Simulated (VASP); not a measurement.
# NaI (Imm2) in VASP: notebook, part 2 of 2

VASP 6.6.1.

### 3 Single point, PBE (atom 1 (Na) moved by (-0.150, -0.150) A along x and y)

Contents of INCAR:

```
  PREC = Accurate
  ENCUT = 500
  EDIFF = 1E-6
  ISMEAR = 0
  SIGMA = 0.05
  LREAL = F
  LASPH = T
  NELM = 120
  ALGO = Normal
  ISIF = 2
  LWAVE = F
  LCHARG = F
  GGA = PE
  NBANDS = 14
  GGA_COMPAT = F
```

Contents of KPOINTS:

```
regular mesh
0
Gamma
  6 6 6
```

Contents of POSCAR:

```
NaI
1.0
    0.0000000000      3.2364000000      3.2364000000
    3.2364000000      0.0000000000      3.2364000000
    3.2364000000      3.2364000000      0.0000000000
Na I
1 1
Direct
    0.0000000000      0.0000000000     -0.0463477938
    0.5000000000      0.5000000000      0.5000000000
```

Potentials or basis: VASP PAW PBE potentials, release 64 (Na_pv, I).

The run is started by

```sh
> cat potpaw_PBE.64/Na_pv/POTCAR potpaw_PBE.64/I/POTCAR > POTCAR
> mpirun -np 1 vasp_std > vasp.out
```

OUTCAR:

```text
PREC = Accurate
   ENCUT = 500
   EDIFF = 1E-6
   ISMEAR = 0
   LREAL = F
   LASPH = T
   NELM = 120
   ISIF = 2
   GGA = PE

 ion  position               nearest neighbor table
   1  0.000  0.000  0.954-   2 3.09   2 3.09
   2  0.500  0.500  0.500-   1 3.09   1 3.09

  LATTYP: Found a face centered cubic cell.
 ALAT       =     6.4728000000

  Lattice vectors:

 A1 = (   0.0000000000,   3.2364000000,   3.2364000000)
 A2 = (   3.2364000000,   0.0000000000,   3.2364000000)
 A3 = (   3.2364000000,   3.2364000000,   0.0000000000)

Analysis of symmetry for initial positions (statically):
=====================================================================
 Subroutine PRICEL returns:
 Original cell was already a primitive cell.

 Routine SETGRP: Setting up the symmetry group for a
 face centered cubic supercell.

 Subroutine GETGRP returns: Found  4 space group operations
 (whereof  4 operations were pure point group operations)
 out of a pool of 48 trial point group operations.

The static configuration has the point symmetry C_2v.

Analysis of symmetry for dynamics (positions and initial velocities):
=====================================================================
 Subroutine PRICEL returns:
 Original cell was already a primitive cell.

 Routine SETGRP: Setting up the symmetry group for a
 face centered cubic supercell.

 Subroutine GETGRP returns: Found  4 space group operations
 (whereof  4 operations were pure point group operations)
 out of a pool of 48 trial point group operations.

The dynamic configuration has the point symmetry C_2v.

 Subroutine INISYM returns: Found  4 space group operations
 (whereof  4 operations are pure point group operations),
 and found     1 'primitive' translations

----------------------------------------------------------------------------------------

                                     Primitive cell

  volume of cell :      67.7980

  direct lattice vectors                    reciprocal lattice vectors
     0.000000000  3.236400000  3.236400000    -0.154492646  0.154492646  0.154492646
     3.236400000  0.000000000  3.236400000     0.154492646 -0.154492646  0.154492646
     3.236400000  3.236400000  0.000000000     0.154492646  0.154492646 -0.154492646

  length of vectors
     4.576960773  4.576960773  4.576960773     0.267589113  0.267589113  0.267589113

  position of ions in fractional coordinates (direct lattice)
     0.000000000  0.000000000  0.953652206
     0.500000000  0.500000000  0.500000000

  ion indices of the primitive-cell ions
   primitive index   ion index
                 1           1
                 2           2

----------------------------------------------------------------------------------------

 KPOINTS: regular mesh

Automatic generation of k-mesh.
 Grid dimensions read from file:
 generate k-points for:    6    6    6

 Generating k-lattice:

  Cartesian coordinates                     Fractional coordinates (reciprocal lattice)
    -0.025748774  0.025748774  0.025748774     0.166666667  0.000000000  0.000000000
     0.025748774 -0.025748774  0.025748774     0.000000000  0.166666667  0.000000000
     0.025748774  0.025748774 -0.025748774     0.000000000  0.000000000  0.166666667
[... 40 lines left out ...]
   number of dos      NEDOS =    301   number of ions     NIONS =      2
   total plane-waves  NPLWV =  46656
   dimension x,y,z NGX =    36 NGY =   36 NGZ =   36
   dimension x,y,z NGXF=    72 NGYF=   72 NGZF=   72
   ions per type =               1   1
   NGX,Y,Z   is equivalent  to a cutoff of  13.08, 13.08, 13.08 a.u.
   NGXF,Y,Z  is equivalent  to a cutoff of  26.15, 26.15, 26.15 a.u.
 SYSTEM =  unknown system
   PREC   = accura    normal or accurate (medium, high low for compatibility)
   ISTART =      0    job   : 0-new  1-cont  2-samecut
   ICHARG =      2    charge: 1-file 2-atom 10-const
   ISPIN  =      1    spin polarized calculation?
   LNONCOLLINEAR =      F non collinear calculations
   LSORBIT =      F    spin-orbit coupling
   LASPH  =      T    aspherical Exc in radial PAW
   ENCUT  =  500.0 eV  36.75 Ry    6.06 a.u.   8.34  8.34  8.34*2*pi/ulx,y,z
   NELM   =    120;   NELMIN=  2; NELMDL= -5     # of ELM steps
   EDIFF  = 0.1E-05   stopping-criterion for ELM
   LREAL  =      F    real-space projection
   EDIFFG = 0.1E-04   stopping-criterion for IOM
   NSW    =      0    number of steps for IOM
   IBRION =     -1    ionic relax: 0-MD 1-quasi-New 2-CG
   NFREE  =      0    steps in history (QN), initial steepest desc. (CG)
   ISIF   =      2    stress and relaxation
   ISYM   =      2    0-nonsym 1-usesym 2-fastsym
   POTIM  = 0.5000    time-step for ionic-motion
   TEBEG  =    0.0;   TEEND  =   0.0 temperature during run
   PSTRESS=    0.0 pullay stress
   NELECT =      14.0000    total number of electrons
   NUPDOWN=      -1.0000    fix difference up-down
   EMIN   =  10.00;   EMAX   =-10.00  energy-range for DOS
   EFERMI =   0.00;   METHOD = LEGACY
   ISMEAR =     0;   SIGMA  =   0.05  broadening in eV -4-tet -1-fermi 0-gaus
   EFERMI_NEDOS =   21; number of points for ismear=-14 and -15
   IALGO  =     38    algorithm
   IMIX   =      4    mixing-type and parameters
     AMIX     =   0.40;   BMIX     =  1.00
     AMIX_MAG =   1.60;   BMIX_MAG =  1.00
  volume/ion in A,a.u.               =      33.90       228.76
  Fermi-wavevector in a.u.,A,eV,Ry     =   0.967636  1.828567 12.739397  0.936319
  Thomas-Fermi vector in A             =   2.097538
   LORBIT       =      0    0 simple, 1 ext, 2 COOP (PROOUT), +10 PAW based schemes
   GGA     = PE    functional components
   LHFCALC =     F    Hartree Fock is set to
   AEXX    =    0.0000 exact exchange contribution
   IVDW    =     0    specifies the selected vdW correction
   LEPSILON=     F    determine dielectric tensor
   LRPA    =     F    only Hartree local field effects (RPA)
 non-spin polarized calculation
 Gauss-broadening in eV      SIGMA  =   0.05
  energy-cutoff  :      500.00
  volume of cell :       67.80
 maximum number of plane-waves:      1759
 NGX is ok and might be reduce to    36
   NGX = 17   NGY = 17   NGZ = 17

 number of electron      13.9999999 magnetization

 Free energy of the ion-electron system (eV)
  ---------------------------------------------------
  ext. energy  EPLUGINS =         0.00000000
  ---------------------------------------------------
  free energy    TOTEN  =        -5.36429045 eV

  energy without entropy =       -5.36429045  energy(sigma->0) =       -5.36429045

 E-fermi :   1.1107     XC(G=0):  -7.6986

 val. band max:        0.8038030288   @ k =   0.0000   0.0000   0.0000
 cond. band min:       4.4523597918   @ k =   0.0000   0.0000   0.0000
 fundamental gap:      3.6485567630
 Fermi energy:         1.1107441986

 k-point     1 :       0.0000    0.0000    0.0000
  band No.  band energies     occupation
      1     -21.6228      2.00000
      2     -21.6210      2.00000
      3     -21.6210      2.00000
      4     -10.2161      2.00000
      5       0.7865      2.00000
      6       0.8037      2.00000
      7       0.8038      2.00000
      8       4.4524      0.00000
      9       8.7310      0.00000
     10       8.7340      0.00000
     11       8.7542      0.00000
     12      10.5729      0.00000
     13      10.5940      0.00000
     14      11.2181      0.00000
[... 377 lines left out ...]
      1     -21.6253      2.00000
      2     -21.6219      2.00000
      3     -21.6210      2.00000
      4     -10.0420      2.00000
      5      -0.4569      2.00000
      6       0.3315      2.00000
      7       0.6715      2.00000
      8       6.1760      0.00000
      9       7.9350      0.00000
     10       8.4163      0.00000
     11       9.0748      0.00000
     12       9.4583      0.00000
     13      11.4506      0.00000
     14      12.7811      0.00000

 [... further k-points ...]

------------------------ aborting loop because EDIFF is reached ----------------------------------------

  FORCE on cell =-STRESS in cart. coord.  units (eV):
  Direction    XX          YY          ZZ          XY          YZ          ZX
  --------------------------------------------------------------------------------------
  -------------------------------------------------------------------------------------
  Total        0.3449259      0.3449259      0.1648585     -0.0376860      0.0000000      0.0000000
  in kB        8.1511664      8.1511664      3.8958787     -0.8905813      0.0000000      0.0000000
  external PRESSURE =       6.7327372 kB  Pullay stress =       0.0000000 kB

 VOLUME and BASIS-vectors are now :
 -----------------------------------------------------------------------------
  energy-cutoff  :      500.00
  volume of cell :       67.80
      direct lattice vectors                 reciprocal lattice vectors
     0.000000000  3.236400000  3.236400000    -0.154492646  0.154492646  0.154492646
     3.236400000  0.000000000  3.236400000     0.154492646 -0.154492646  0.154492646
     3.236400000  3.236400000  0.000000000     0.154492646  0.154492646 -0.154492646

 POSITION                                       TOTAL-FORCE (eV/Angst)
 -----------------------------------------------------------------------------------
      3.08640      3.08640      0.00000         0.140170      0.140170     -0.000000
      3.23640      3.23640      3.23640        -0.140170     -0.140170      0.000000
 -----------------------------------------------------------------------------------
    total drift:                               -0.000495     -0.000495     -0.000001

  FREE ENERGIE OF THE ION-ELECTRON SYSTEM (eV)
  ---------------------------------------------------
  free  energy   TOTEN  =        -5.3642904492 eV

  energy  without entropy=       -5.3642904492  energy(sigma->0) =       -5.36429045
```

OSZICAR:

```text
N       E                     dE             d eps       ncg     rms          rms(c)
DAV:   1     0.748488255862E+02    0.74849E+02   -0.55740E+03  1288   0.934E+02
DAV:   2     0.406028907286E+00   -0.74443E+02   -0.69542E+02  1348   0.213E+02
DAV:   3    -0.529272075152E+01   -0.56987E+01   -0.56657E+01  1630   0.556E+01
DAV:   4    -0.543138304164E+01   -0.13866E+00   -0.13863E+00  1696   0.908E+00
DAV:   5    -0.543412692680E+01   -0.27439E-02   -0.27439E-02  1734   0.121E+00    0.164E+00
DAV:   6    -0.537110468331E+01    0.63022E-01   -0.72714E-02  1558   0.155E+00    0.111E+00
DAV:   7    -0.536214216359E+01    0.89625E-02   -0.66943E-02  1648   0.132E+00    0.619E-01
DAV:   8    -0.536431339948E+01   -0.21712E-02   -0.54608E-03  1486   0.574E-01    0.182E-01
DAV:   9    -0.536427282234E+01    0.40577E-04   -0.21524E-04  1630   0.127E-01    0.401E-02
DAV:  10    -0.536428959661E+01   -0.16774E-04   -0.39426E-05  1588   0.624E-02    0.138E-02
DAV:  11    -0.536429044920E+01   -0.85259E-06   -0.52557E-06  1648   0.221E-02
   1 F= -.53642904E+01 E0= -.53642904E+01  d E =-.111008E-19
```

stdout:

```text
POSCAR found type information on POSCAR NaI
 POSCAR found :  2 types and       2 ions
 scaLAPACK will be used
 LDA part: xc-table for (Slater+PW92), standard interpolation
 POSCAR, INCAR and KPOINTS ok, starting setup
 FFT: planning ... GRIDC
 FFT: planning ... GRID_SOFT
 FFT: planning ... GRID
 WAVECAR not read
 entering main loop
```

It took 48 s on 1 thread of AMD EPYC 7R13, shared host; peak memory 0.22 GiB.

Results:

- Free energy: -5.3643 eV
- Pressure: 0.7 GPa
- Largest force: 0.198 eV/Å
- Band gap on the k mesh: 3.65 eV

Forces on the atoms (eV/Å):
```
Na   0.140  0.140  0.000
I   -0.140 -0.140  0.000
```

Caveat: the cell differs from its parent crystal (atom 1 (Na) moved by (-0.150, -0.150) A along x and y); spin-orbit coupling is left out, which moves the levels of the heavy elements.
